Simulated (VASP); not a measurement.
PbS:

```
Pb S
1.0
     2.07995   -5.99130    0.00000
     2.07995    5.99130    0.00000
     0.00000    0.00000    4.27932
Pb S
2 2
Cartesian
  2.0800 -4.4268 3.2095
  2.0800 4.4268 1.0698
  2.0800 -1.7399 3.2095
  2.0800 1.7399 1.0698
```

| Item | Value |
| --- | --- |
| Program | VASP 6.6.1 |
| Task | relaxation of cell and atoms |
| Functional | PBEsol |
| Potentials or basis | VASP PAW PBE potentials, release 64 (Pb_d, S) |
| Cutoff | 600 eV |
| k mesh | 6 × 6 × 6 |
| Occupations | gaussian, width 0.01 eV |
| Spin | no spin polarisation |

At the start: pressure -1.9 GPa; volume 26.66 Å³/atom.

Question: How do energy, volume and symmetry change on relaxing?

Answer: Over 20 steps the energy falls by 8.7 meV/atom and the volume is 25.16 Å³/atom (-5.6 %); space group Cmcm (No. 63, to 0.1 Å) before and after.

The path:
| step | energy change (eV) | largest force (eV/Å) | pressure (GPa) | volume (Å³) |
| --- | --- | --- | --- | --- |
| 1 | 0.0000 | 0.0358 | -1.86 | 106.65 |
| 2 | -0.0195 | 0.2293 | 0.68 | 101.94 |
| 3 | -0.0219 | 0.1600 | 0.00 | 103.08 |
| 4 | -0.0251 | 0.1025 | -0.03 | 102.76 |
| 5 | -0.0265 | 0.0366 | -0.05 | 102.37 |
| 6 | -0.0290 | 0.0269 | -0.07 | 102.08 |
| 7 | -0.0335 | 0.0179 | -0.07 | 101.20 |
| 8 | -0.0339 | 0.0207 | -0.05 | 100.82 |
| 9 | -0.0339 | 0.0182 | -0.04 | 100.87 |
| 10 | -0.0344 | 0.0233 | 0.02 | 100.71 |
| 11 | -0.0346 | 0.0319 | 0.15 | 100.44 |
| 12 | -0.0348 | 0.0156 | 0.02 | 100.62 |
| 13 | -0.0348 | 0.0136 | -0.01 | 100.65 |
| 14 | -0.0348 | 0.0142 | -0.02 | 100.65 |
| 15 | -0.0348 | 0.0143 | 0.00 | 100.64 |
| 16 | -0.0349 | 0.0125 | 0.00 | 100.65 |
| 17 | -0.0349 | 0.0107 | -0.03 | 100.69 |
| 18 | -0.0349 | 0.0102 | -0.06 | 100.77 |
| 19 | -0.0349 | 0.0107 | -0.03 | 100.72 |
| 20 | -0.0350 | 0.0048 | 0.01 | 100.65 |

Final structure:
```
CELL_PARAMETERS angstrom
2.05036 -5.79896 0.00000
2.05036 5.79896 0.00000
0.00000 0.00000 4.23246
ATOMIC_POSITIONS crystal
Pb 0.87288 0.12712 0.75000
Pb 0.12712 0.87288 0.25000
S 0.64101 0.35899 0.75000
S 0.35899 0.64101 0.25000
```

Caveat: the PAW data sets were made with another functional, which shifts forces and pressure a little.
